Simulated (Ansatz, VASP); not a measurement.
## PbF2 in VASP and in Ansatz

The input POSCAR:

```
PbF2
1.0
    0.0000000000      2.9604388884      2.9604388884
    2.9604388884      0.0000000000      2.9604388884
    2.9604388884      2.9604388884      0.0000000000
Pb F
1 2
Direct
    0.0000000000      0.0000000000      0.0000000000
    0.2500000000      0.2500000000      0.2500000000
    0.7500000000      0.7500000000      0.7500000000
```

File INCAR.step1:

```
SYSTEM = PbF2
PREC     = Accurate       ! precision mode
ENCUT    = 520            ! plane-wave cutoff, eV
EDIFF    = 1E-5           ! SCF threshold, eV
ISMEAR   = 0              ! smearing method
SIGMA    = 0.01           ! smearing width, eV
LREAL    = .False.        ! projectors in reciprocal space
LASPH    = .True.         ! aspherical terms in the spheres
NELM     = 120            ! most SCF steps
ALGO     = Normal         ! electronic algorithm
ISIF     = 2              ! what is computed and relaxed
LWAVE    = .True.         ! write WAVECAR
GGA      = PE             ! functional
NBANDS   = 21             ! bands
GGA_COMPAT= .False.
```

INCAR.step2

```
SYSTEM = PbF2
PREC     = Accurate       ! precision mode
ENCUT    = 520            ! plane-wave cutoff, eV
EDIFF    = 1E-6           ! SCF threshold, eV
ISMEAR   = 0              ! smearing method
SIGMA    = 0.01           ! smearing width, eV
LREAL    = .False.        ! projectors in reciprocal space
LASPH    = .True.         ! aspherical terms in the spheres
NELM     = 120            ! most SCF steps
ALGO     = Normal         ! electronic algorithm
ISIF     = 2              ! what is computed and relaxed
LWAVE    = .False.        ! write WAVECAR
LCHARG   = .True.         ! write CHGCAR
GGA      = PE             ! functional
LHFCALC  = .True.         ! exact exchange
AEXX     = 0.4            ! exact-exchange fraction
HFSCREEN = 0.2078         ! screening, 1/A
PRECFOCK = Normal       
LELF     = .True.         ! ELF
LVHAR    = .True.       
ISTART   = 1            
NBANDS   = 21             ! bands
GGA_COMPAT= .False.
```

KPOINTS

```
regular mesh
0
Gamma
  4 4 4
  0 0 0
```

Input for Ansatz:

```yaml
crystal:
  lattice:
    - [0.0, 2.9604388884, 2.9604388884]
    - [2.9604388884, 0.0, 2.9604388884]
    - [2.9604388884, 2.9604388884, 0.0]
  atoms:
    - { symbol: Pb, position: [0.0, 0.0, 0.0] }
    - { symbol: F, position: [0.25, 0.25, 0.25] }
    - { symbol: F, position: [0.75, 0.75, 0.75] }
kpoints:
  mp_grid: { grid: [4, 4, 4] }
hamiltonian:
  xc:
    exchange: pbe
    correlation: pbe
    exx: { coeff: 0.4, omega: 0.2078 }
scf:
  occupations: { method: fixed }
  n_extra_bands: 4
output:
  forces: true
  stress: true
  eigenvalues: true
```

Alike in both runs: task single point; functional PBE-based screened hybrid with a share of 0.4 of exact exchange and HFSCREEN = 0.2078; k mesh 4 × 4 × 4; no spin polarisation.

|  | VASP | Ansatz |
| --- | --- | --- |
| version | VASP 6.6.1 | Ansatz 0.2.0 |
| potentials or method | VASP PAW PBE potentials, release 64 (Pb_d, F) | plane waves |
| plane-wave cutoff (eV) | 520 | 420 |
| occupations | gaussian, width 0.01 eV | fixed |
| valence electrons in the cell | 28 | 28 |

```csv
,VASP,Ansatz,Ansatz less VASP
gap on the k mesh at the Fermi level (eV),6.51,6.52,+0.010
pressure (GPa),0.2,0.3,+0.06
```

VASP's potentials were made for PBE, not for PBE-based screened hybrid. Ansatz's warnings: stress exchange threshold loose, stress scf threshold loose.

The k mesh is coarse, so the values compare programs but aren't converged. Neither program's run includes spin-orbit coupling.
